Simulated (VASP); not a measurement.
# Ga in VASP: further runs, part 2 of 2

VASP 6.6.1. The steps go on from the part before.

### 4 Single point, PBEsol

INCAR reads:

```
ALGO = Normal
EDIFF = 1E-6
ENCUT = 520
GGA = PS
ISIF = 2
ISMEAR = -1
LASPH = True
LCHARG = False
LREAL = False
LWAVE = False
NBANDS = 20
NELM = 80
PREC = Accurate
SIGMA = 0.05
```

KPOINTS reads:

```
k-points
0
Gamma
  8 6 5
```

POSCAR reads:

```
Ga
1.0
    2.7784220849      0.0000000000      0.0000000000
    0.0000000000      3.2816087900      0.0000000000
   -1.3434310986      0.0000000000      3.9902731763
Ga
2
Direct
    0.1345962700      0.7500000000      0.7701668300
    0.8654037300      0.2500000000      0.2298331700
```

Potentials or basis: VASP PAW PBE potentials, release 64 (Ga_d).

The run is started by

```bash
$ cat potpaw_PBE.64/Ga_d/POTCAR > POTCAR
$ mpirun -np 1 vasp_std > vasp.out
```

OUTCAR:

```text
EDIFF = 1E-6
   ENCUT = 520
   GGA = PS
   ISIF = 2
   ISMEAR = -1
   LASPH = True
   LREAL = False
   NELM = 80
   PREC = Accurate

 ion  position               nearest neighbor table
   1  0.135  0.750  0.770-   2 2.71   2 2.71   2 2.81   2 2.81   2 2.84   2 2.84
   2  0.865  0.250  0.230-   1 2.71   1 2.71   1 2.81   1 2.81   1 2.84   1 2.84

  LATTYP: Found a simple monoclinic cell.
 ALAT       =     2.7784220849
 B/A-ratio  =     1.1811052064
 C/A-ratio  =     1.5153762184
 COS(beta)  =    -0.3190778872

  Lattice vectors:

 A1 = (   2.7784220849,   0.0000000000,   0.0000000000)
 A2 = (   0.0000000000,   3.2816087900,   0.0000000000)
 A3 = (  -1.3434310986,   0.0000000000,   3.9902731763)

Analysis of symmetry for initial positions (statically):
=====================================================================
 Subroutine PRICEL returns:
 Original cell was already a primitive cell.

 Routine SETGRP: Setting up the symmetry group for a
 simple monoclinic supercell.

 Subroutine GETGRP returns: Found  4 space group operations
 (whereof  2 operations were pure point group operations)
 out of a pool of  4 trial point group operations.

The static configuration has the point symmetry S_2 .
 The point group associated with its full space group is C_2h.

Analysis of symmetry for dynamics (positions and initial velocities):
=====================================================================
 Subroutine PRICEL returns:
 Original cell was already a primitive cell.

 Routine SETGRP: Setting up the symmetry group for a
 simple monoclinic supercell.

 Subroutine GETGRP returns: Found  4 space group operations
 (whereof  2 operations were pure point group operations)
 out of a pool of  4 trial point group operations.

The dynamic configuration has the point symmetry S_2 .
 The point group associated with its full space group is C_2h.

 Subroutine INISYM returns: Found  4 space group operations
 (whereof  2 operations are pure point group operations),
 and found     1 'primitive' translations

----------------------------------------------------------------------------------------

                                     Primitive cell

  volume of cell :      36.3821

  direct lattice vectors                    reciprocal lattice vectors
     2.778422085  0.000000000  0.000000000     0.359916517  0.000000000  0.121175424
     0.000000000  3.281608790  0.000000000     0.000000000  0.304728584  0.000000000
    -1.343431099  0.000000000  3.990273176     0.000000000  0.000000000  0.250609408

  length of vectors
     2.778422085  3.281608790  4.210354752     0.379767538  0.304728584  0.250609408

  position of ions in fractional coordinates (direct lattice)
     0.134596270  0.750000000  0.770166830
     0.865403730  0.250000000  0.229833170

  ion indices of the primitive-cell ions
   primitive index   ion index
                 1           1
                 2           2

----------------------------------------------------------------------------------------

 KPOINTS: k-points

Automatic generation of k-mesh.
 Grid dimensions read from file:
 generate k-points for:    8    6    5

 Generating k-lattice:

  Cartesian coordinates                     Fractional coordinates (reciprocal lattice)
     0.044989565  0.000000000  0.015146928     0.125000000  0.000000000 -0.000000000
     0.000000000  0.050788097  0.000000000     0.000000000  0.166666667  0.000000000
     0.000000000  0.000000000  0.050121882     0.000000000  0.000000000  0.200000000

  Length of vectors
     0.047470942  0.050788097  0.050121882

  Shift w.r.t. Gamma in fractional coordinates (k-lattice)
     0.000000000  0.000000000  0.000000000

 Subroutine IBZKPT returns following result:
 ===========================================

 Found     84 irreducible k-points:

 Following reciprocal coordinates:
            Coordinates               Weight
  0.000000  0.000000  0.000000      1.000000
  0.125000  0.000000 -0.000000      2.000000
  0.250000  0.000000 -0.000000      2.000000
  0.375000  0.000000 -0.000000      2.000000
  0.500000  0.000000 -0.000000      1.000000
  0.000000  0.166667  0.000000      2.000000
[... 16 lines left out ...]
  0.250000  0.000000  0.200000      2.000000
  0.375000  0.000000  0.200000      2.000000
 [... further k-points ...]
   k-points           NKPTS =     84   k-points in BZ     NKDIM =     84   number of bands    NBANDS=     20
   number of dos      NEDOS =    301   number of ions     NIONS =      2
   total plane-waves  NPLWV =  18432
   dimension x,y,z NGX =    24 NGY =   24 NGZ =   32
   dimension x,y,z NGXF=    48 NGYF=   48 NGZF=   64
   ions per type =               2
   NGX,Y,Z   is equivalent  to a cutoff of  14.36, 12.16, 12.64 a.u.
   NGXF,Y,Z  is equivalent  to a cutoff of  28.72, 24.32, 25.27 a.u.
 SYSTEM =  unknown system
   PREC   = accura    normal or accurate (medium, high low for compatibility)
   ISTART =      0    job   : 0-new  1-cont  2-samecut
   ICHARG =      2    charge: 1-file 2-atom 10-const
   ISPIN  =      1    spin polarized calculation?
   LNONCOLLINEAR =      F non collinear calculations
   LSORBIT =      F    spin-orbit coupling
   LASPH  =      T    aspherical Exc in radial PAW
   ENCUT  =  520.0 eV  38.22 Ry    6.18 a.u.   5.17  6.10  7.83*2*pi/ulx,y,z
   NELM   =     80;   NELMIN=  2; NELMDL= -5     # of ELM steps
   EDIFF  = 0.1E-05   stopping-criterion for ELM
   LREAL  =      F    real-space projection
   EDIFFG = 0.1E-04   stopping-criterion for IOM
   NSW    =      0    number of steps for IOM
   IBRION =     -1    ionic relax: 0-MD 1-quasi-New 2-CG
   NFREE  =      0    steps in history (QN), initial steepest desc. (CG)
   ISIF   =      2    stress and relaxation
   ISYM   =      2    0-nonsym 1-usesym 2-fastsym
   POTIM  = 0.5000    time-step for ionic-motion
   TEBEG  =    0.0;   TEEND  =   0.0 temperature during run
   PSTRESS=    0.0 pullay stress
   NELECT =      26.0000    total number of electrons
   NUPDOWN=      -1.0000    fix difference up-down
   EMIN   =  10.00;   EMAX   =-10.00  energy-range for DOS
   EFERMI =   0.00;   METHOD = LEGACY
   ISMEAR =    -1;   SIGMA  =   0.05  broadening in eV -4-tet -1-fermi 0-gaus
   EFERMI_NEDOS =   21; number of points for ismear=-14 and -15
   IALGO  =     38    algorithm
   IMIX   =      4    mixing-type and parameters
     AMIX     =   0.40;   BMIX     =  1.00
     AMIX_MAG =   1.60;   BMIX_MAG =  1.00
  volume/ion in A,a.u.               =      18.19       122.76
  Fermi-wavevector in a.u.,A,eV,Ry     =   1.463648  2.765894 29.147302  2.142266
  Thomas-Fermi vector in A             =   2.579718
   LORBIT       =      0    0 simple, 1 ext, 2 COOP (PROOUT), +10 PAW based schemes
   GGA     = PS    functional components
   LHFCALC =     F    Hartree Fock is set to
   AEXX    =    0.0000 exact exchange contribution
   IVDW    =     0    specifies the selected vdW correction
   LEPSILON=     F    determine dielectric tensor
   LRPA    =     F    only Hartree local field effects (RPA)
 non-spin polarized calculation
  energy-cutoff  :      520.00
  volume of cell :       36.38
 maximum number of plane-waves:      1000
 NGX is ok and might be reduce to    24

 number of electron      26.0000010 magnetization

 Free energy of the ion-electron system (eV)
  ---------------------------------------------------
  ext. energy  EPLUGINS =         0.00000000
  ---------------------------------------------------
  free energy    TOTEN  =        -6.68738571 eV

  energy without entropy =       -6.68147522  energy(sigma->0) =       -6.68443047

 E-fermi :   5.7048     XC(G=0): -11.2908

 val. band max:        5.6958911057   @ k =  -0.3750   0.3333   0.2000
 cond. band min:       5.7563673190   @ k =  -0.1250   0.1667   0.4000
 fundamental gap:      0.0604762132
 Fermi energy:         5.7047798469

 k-point     1 :       0.0000    0.0000    0.0000
  band No.  band energies     occupation
      1      -9.4347      2.00000
      2      -9.4178      2.00000
      3      -9.3672      2.00000
      4      -9.3645      2.00000
      5      -9.1003      2.00000
      6      -9.0999      2.00000
[... 12 lines left out ...]
     19      16.7502      0.00000
     20      18.6305      0.00000

 k-point     2 :       0.1250    0.0000   -0.0000
  band No.  band energies     occupation
      1      -9.4081      2.00000
      2      -9.4065      2.00000
      3      -9.3451      2.00000
      4      -9.3001      2.00000
      5      -9.1262      2.00000
      6      -9.1214      2.00000
[... 498 lines left out ...]
 k-point    24 :       0.3750    0.0000    0.2000
  band No.  band energies     occupation
      1      -9.3529      2.00000
      2      -9.3479      2.00000
      3      -9.2617      2.00000
      4      -9.2464      2.00000
      5      -9.1829      2.00000
      6      -9.1324      2.00000
[... 12 lines left out ...]
     19      15.7224      0.00000
     20      17.2601      0.00000

 [... further k-points ...]
[... 5 lines left out ...]
  --------------------------------------------------------------------------------------
  -------------------------------------------------------------------------------------
  Total       -0.7678837      0.4302453     -0.0340838      0.0000000      0.0000000      0.0747836
  in kB      -33.8157011     18.9469408     -1.5009673      0.0000000      0.0000000      3.2932856
  external PRESSURE =      -5.4565759 kB  Pullay stress =       0.0000000 kB

 VOLUME and BASIS-vectors are now :
 -----------------------------------------------------------------------------
  energy-cutoff  :      520.00
  volume of cell :       36.38
      direct lattice vectors                 reciprocal lattice vectors
     2.778422085  0.000000000  0.000000000     0.359916517  0.000000000  0.121175424
     0.000000000  3.281608790  0.000000000     0.000000000  0.304728584  0.000000000
    -1.343431099  0.000000000  3.990273176     0.000000000  0.000000000  0.250609408

 POSITION                                       TOTAL-FORCE (eV/Angst)
 -----------------------------------------------------------------------------------
     -0.66070      2.46121      3.07318        -0.002680      0.000000     -0.147825
      2.09569      0.82040      0.91710         0.002680      0.000000      0.147825
 -----------------------------------------------------------------------------------
    total drift:                               -0.000000     -0.000000      0.000000

  FREE ENERGIE OF THE ION-ELECTRON SYSTEM (eV)
  ---------------------------------------------------
  free  energy   TOTEN  =        -6.6873857131 eV

  energy  without entropy=       -6.6814752182  energy(sigma->0) =       -6.68443047
```

stdout:

```text
POSCAR found type information on POSCAR Ga
 POSCAR found :  1 types and       2 ions
 scaLAPACK will be used
 -----------------------------------------------------------------------------
|                                                                             |
|                                                                             |
|     You enforced a specific xc type in the INCAR file but a different       |
|     I HOPE YOU KNOW WHAT YOU ARE DOING!                                     |
|                                                                             |
 -----------------------------------------------------------------------------

 LDA part: xc-table for (Slater+PW92), standard interpolation
 POSCAR, INCAR and KPOINTS ok, starting setup
 FFT: planning ... GRIDC
 FFT: planning ... GRID_SOFT
 FFT: planning ... GRID
 WAVECAR not read
 entering main loop
```

Run time: 52 s. Hardware: 1 thread of AMD EPYC 7R13, shared host; peak memory 0.15 GiB.

Results:

```yaml
Free_energy: -6.6874 eV
Pressure: -0.5 GPa
Largest_force: 0.148 eV/Å
Band_gap_on_the_k_mesh: zero (band 13 reaches 9.74 eV, above the bottom of band 14 at 1.73 eV)
```

Forces in eV/Å, atoms in the order of the input:
```
Ga  -0.003  0.000 -0.148
Ga   0.003  0.000  0.148
```

Caveat: the PAW data sets were made with another functional, which shifts forces and pressure a little.

### 5 Single point, PBEsol, non-collinear spin, zero start, spin-orbit coupling

INCAR reads:

```
ALGO = Fast
EDIFF = 1E-6
ENCUT = 520
GGA = PS
GGA_COMPAT = F
ISIF = 2
ISMEAR = -1
LASPH = T
LCHARG = F
LNONCOLLINEAR = T
LORBIT = 11
LORBMOM = T
LREAL = F
LSORBIT = T
LWAVE = F
MAGMOM = 0 0 0 0 0 0
NBANDS = 38
NELM = 150
PREC = Accurate
SIGMA = 0.05
```

KPOINTS is that of step 4.

POSCAR is that of step 4.

The run is started by

```bash
$ cat potpaw_PBE.64/Ga_d/POTCAR > POTCAR
$ mpirun -np 1 vasp_ncl > vasp.out
```

Wall time 5.6 min (1 thread of AMD EPYC 7R13, shared host); peak memory 0.29 GiB.

Results (log left out):

- Free energy: -6.6983 eV
- Pressure: -0.4 GPa
- Largest force: 0.147 eV/Å
- Net moment: 0.00 μB per cell
- Valence electrons inside the program's atomic spheres: Ga 11.59

Forces on the atoms (eV/Å):
```
Ga  -0.003  0.000 -0.147
Ga   0.003  0.000  0.147
```

Stress tensor (GPa, compression positive):
```
-3.26  0.00  0.33
 0.00  2.03  0.00
 0.33  0.00 -0.03
```

Moments on the atoms (μB; x, y, z):
```
Ga  0.00 0.00 0.00
Ga  0.00 0.00 0.00
```

Caveat: the PAW data sets were made with another functional, which shifts forces and pressure a little.

### 6 Summary

| spin | cell | k mesh | gap on the mesh (eV) | pressure (GPa) | largest force (eV/Å) |
| --- | --- | --- | --- | --- | --- |
| off | a = 2.779, b = 3.282, c = 4.210 Å, angles 89.6, 108.6, 91.1°, 2 atoms | 8 × 7 × 6 | none | -0.4 | 0.10 |
| off | a = 2.778, b = 3.282, c = 4.210 Å, angles 90.0, 108.6, 90.0°, 2 atoms | 10 × 8 × 7 | none | -0.5 | 0.08 |
| off | a = 2.778, b = 3.282, c = 4.210 Å, angles 90.0, 108.6, 90.0°, 2 atoms | 8 × 6 × 5 | none | -0.5 | 0.15 |
| non-collinear, zero start, SOC | a = 2.778, b = 3.282, c = 4.210 Å, angles 90.0, 108.6, 90.0°, 2 atoms | 8 × 6 × 5 | - | -0.4 | 0.15 |

Some of these runs hold the atoms at other places in the same cell, which the table doesn't show; runs alike in all that it shows share one row.

Alike in all rows: task single point; level PBEsol; potentials or basis VASP PAW PBE potentials, release 64 (Ga_d); cutoff (eV) 520; smearing fermi-dirac 0.05 eV.

Caveats: the PAW data sets were made with another functional, which shifts forces and pressure a little.

Absolute energies hang on the potentials; compare differences alone.
